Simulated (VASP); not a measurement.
# Bi (R-3m) in VASP: further runs, part 2 of 2

VASP 6.6.1. The steps go on from the part before.

**3. Single point, PBE**

INCAR

```
SYSTEM = Bi
PREC = Accurate
ENCUT = 520
EDIFF = 1E-6
ISMEAR = 0
SIGMA = 0.2
LREAL = .FALSE.
LASPH = .TRUE.
NELM = 60
ALGO = Normal
ISIF = 2
LWAVE = .FALSE.
LCHARG = .TRUE.
GGA = PE
LELF = .TRUE.
LVHAR = .TRUE.
NBANDS = 22
```

KPOINTS

```
regular mesh
0
G
  8 8 8
  0 0 0
```

POSCAR

```
Bi
1.0
    2.2924582305      1.3235513765      4.0467531177
   -2.2924582305      1.3235513765      4.0467531177
    0.0000000000     -2.6471027530      4.0467531177
Bi
2
Direct
    0.2337113826      0.2337113826      0.2337113826
    0.7662886174      0.7662886174      0.7662886174
```

Potentials or basis: VASP PAW PBE potentials, release 64 (Bi_d).

Run with:

```sh
cat potpaw_PBE.64/Bi_d/POTCAR > POTCAR
mpirun -np 1 vasp_std > vasp.out
```

OUTCAR:

```text
SYSTEM = Bi
   PREC = Accurate
   ENCUT = 520
   EDIFF = 1E-6
   ISMEAR = 0
   LREAL = .FALSE.
   LASPH = .TRUE.
   NELM = 60
   ISIF = 2
   GGA = PE

 ion  position               nearest neighbor table
   1  0.234  0.234  0.234-   2 3.11   2 3.11   2 3.11   2 3.59   2 3.59   2 3.59
   2  0.766  0.766  0.766-   1 3.11   1 3.11   1 3.11   1 3.59   1 3.59   1 3.59

  LATTYP: Found a trigonal (rhomboedric) cell.
 ALAT       =     4.8356347857
 COS(alpha) =     0.5505039576

  Lattice vectors:

 A1 = (   2.2924582305,   1.3235513765,   4.0467531177)
 A2 = (  -2.2924582305,   1.3235513765,   4.0467531177)
 A3 = (   0.0000000000,  -2.6471027530,   4.0467531177)

Analysis of symmetry for initial positions (statically):
=====================================================================
 Subroutine PRICEL returns:
 Original cell was already a primitive cell.

 Routine SETGRP: Setting up the symmetry group for a
 trigonal (rhombohedral) supercell.

 Subroutine GETGRP returns: Found 12 space group operations
 (whereof 12 operations were pure point group operations)
 out of a pool of 12 trial point group operations.

The static configuration has the point symmetry D_3d.

Analysis of symmetry for dynamics (positions and initial velocities):
=====================================================================
 Subroutine PRICEL returns:
 Original cell was already a primitive cell.

 Routine SETGRP: Setting up the symmetry group for a
 trigonal (rhombohedral) supercell.

 Subroutine GETGRP returns: Found 12 space group operations
 (whereof 12 operations were pure point group operations)
 out of a pool of 12 trial point group operations.

The dynamic configuration has the point symmetry D_3d.

 Subroutine INISYM returns: Found 12 space group operations
 (whereof 12 operations are pure point group operations),
 and found     1 'primitive' translations

[... 105 lines left out ...]
   NELECT =      30.0000    total number of electrons
   NUPDOWN=      -1.0000    fix difference up-down
   EMIN   =  10.00;   EMAX   =-10.00  energy-range for DOS
   EFERMI =   0.00;   METHOD = LEGACY
   ISMEAR =     0;   SIGMA  =   0.20  broadening in eV -4-tet -1-fermi 0-gaus
   EFERMI_NEDOS =   21; number of points for ismear=-14 and -15
   IALGO  =     38    algorithm
   IMIX   =      4    mixing-type and parameters
     AMIX     =   0.40;   BMIX     =  1.00
     AMIX_MAG =   1.60;   BMIX_MAG =  1.00
  volume/ion in A,a.u.               =      36.84       248.58
  Fermi-wavevector in a.u.,A,eV,Ry     =   1.213431  2.293053 20.033429  1.472415
  Thomas-Fermi vector in A             =   2.348884
   LORBIT       =      0    0 simple, 1 ext, 2 COOP (PROOUT), +10 PAW based schemes
   GGA     = PE    functional components
   LHFCALC =     F    Hartree Fock is set to
   AEXX    =    0.0000 exact exchange contribution
   IVDW    =     0    specifies the selected vdW correction
   LEPSILON=     F    determine dielectric tensor
   LRPA    =     F    only Hartree local field effects (RPA)
 non-spin polarized calculation
 Gauss-broadening in eV      SIGMA  =   0.20
  energy-cutoff  :      520.00
  volume of cell :       73.67
 maximum number of plane-waves:      2014
   NGX = 17   NGY = 17   NGZ = 17

 number of electron      29.9999994 magnetization

 Free energy of the ion-electron system (eV)
  ---------------------------------------------------
  ext. energy  EPLUGINS =         0.00000000
  ---------------------------------------------------
  free energy    TOTEN  =        -7.78482262 eV

  energy without entropy =       -7.77964737  energy(sigma->0) =       -7.78223500

 E-fermi :   5.8620     XC(G=0):  -9.3179

 val. band max:        5.7677048204   @ k =  -0.3750   0.5000   0.3750
 cond. band min:       5.9863818888   @ k =   0.3750   0.1250   0.1250
 fundamental gap:      0.2186770683
 Fermi energy:         5.8620104001

 k-point     1 :       0.0000    0.0000    0.0000
  band No.  band energies     occupation
      1     -17.0328      2.00000
      2     -17.0328      2.00000
      3     -16.8998      2.00000
      4     -16.8998      2.00000
      5     -16.8873      2.00000
      6     -16.7405      2.00000
[... 589 lines left out ...]
     21      13.1495      0.00000
     22      14.5742      0.00000

 [... further k-points ...]
[... 5 lines left out ...]
  --------------------------------------------------------------------------------------
  -------------------------------------------------------------------------------------
  Total       -0.0229225     -0.0229225     -0.0214797      0.0000000     -0.0000000      0.0000000
  in kB       -0.4985073     -0.4985073     -0.4671317      0.0000000     -0.0000000      0.0000000
  external PRESSURE =      -0.4880488 kB  Pullay stress =       0.0000000 kB

 VOLUME and BASIS-vectors are now :
 -----------------------------------------------------------------------------
  energy-cutoff  :      520.00
  volume of cell :       73.67
      direct lattice vectors                 reciprocal lattice vectors
     2.292458230  1.323551376  4.046753118     0.218106482  0.125923836  0.082370563
    -2.292458230  1.323551376  4.046753118    -0.218106482  0.125923836  0.082370563
     0.000000000 -2.647102753  4.046753118     0.000000000 -0.251847672  0.082370563

 POSITION                                       TOTAL-FORCE (eV/Angst)
 -----------------------------------------------------------------------------------
      0.00000      0.00000      2.83732         0.000000     -0.000000     -0.021419
      0.00000      0.00000      9.30294         0.000000      0.000000      0.021419
 -----------------------------------------------------------------------------------
    total drift:                               -0.000000      0.000000     -0.000000

  FREE ENERGIE OF THE ION-ELECTRON SYSTEM (eV)
  ---------------------------------------------------
  free  energy   TOTEN  =        -7.7848226245 eV

  energy  without entropy=       -7.7796473700  energy(sigma->0) =       -7.78223500
```

OSZICAR:

```text
N       E                     dE             d eps       ncg     rms          rms(c)
DAV:   1     0.308056969698E+03    0.30806E+03   -0.16167E+04  2860   0.160E+03
DAV:   2     0.187765850669E+02   -0.28928E+03   -0.28191E+03  2902   0.435E+02
DAV:   3    -0.686018390482E+01   -0.25637E+02   -0.25331E+02  3448   0.143E+02
DAV:   4    -0.774614911330E+01   -0.88597E+00   -0.88550E+00  3530   0.294E+01
DAV:   5    -0.778582345914E+01   -0.39674E-01   -0.39673E-01  4092   0.561E+00    0.103E+00
DAV:   6    -0.778412735725E+01    0.16961E-02   -0.17612E-02  3712   0.136E+00    0.628E-01
DAV:   7    -0.778460303729E+01   -0.47568E-03   -0.12800E-02  3410   0.124E+00    0.109E-01
DAV:   8    -0.778480247165E+01   -0.19943E-03   -0.18403E-03  3376   0.476E-01    0.215E-02
DAV:   9    -0.778482308510E+01   -0.20613E-04   -0.74338E-05  4184   0.699E-02    0.119E-02
DAV:  10    -0.778482262449E+01    0.46061E-06   -0.78628E-06  2668   0.212E-02
   1 F= -.77848226E+01 E0= -.77822350E+01  d E =-.517525E-02
```

stdout:

```text
POSCAR found type information on POSCAR Bi
 POSCAR found :  1 types and       2 ions
 scaLAPACK will be used
 LDA part: xc-table for (Slater+PW92), standard interpolation
 POSCAR, INCAR and KPOINTS ok, starting setup
 FFT: planning ... GRIDC
 FFT: planning ... GRID_SOFT
 FFT: planning ... GRID
 WAVECAR not read
 entering main loop
```

Run time: 82 s. Hardware: 1 thread of Intel Xeon 8259CL, shared host; peak memory 0.25 GiB.

What came out:

```
Free energy            : -7.7848 eV
Pressure               : 0.0 GPa
Largest force          : 0.021 eV/Å
Band gap on the k mesh : zero (bands 15 and 16 overlap by 0.16 eV)
```

Forces on the atoms (eV/Å):
```
Bi   0.000  0.000 -0.021
Bi   0.000  0.000  0.021
```

Caveat: spin-orbit coupling is left out, which moves the levels of the heavy elements.
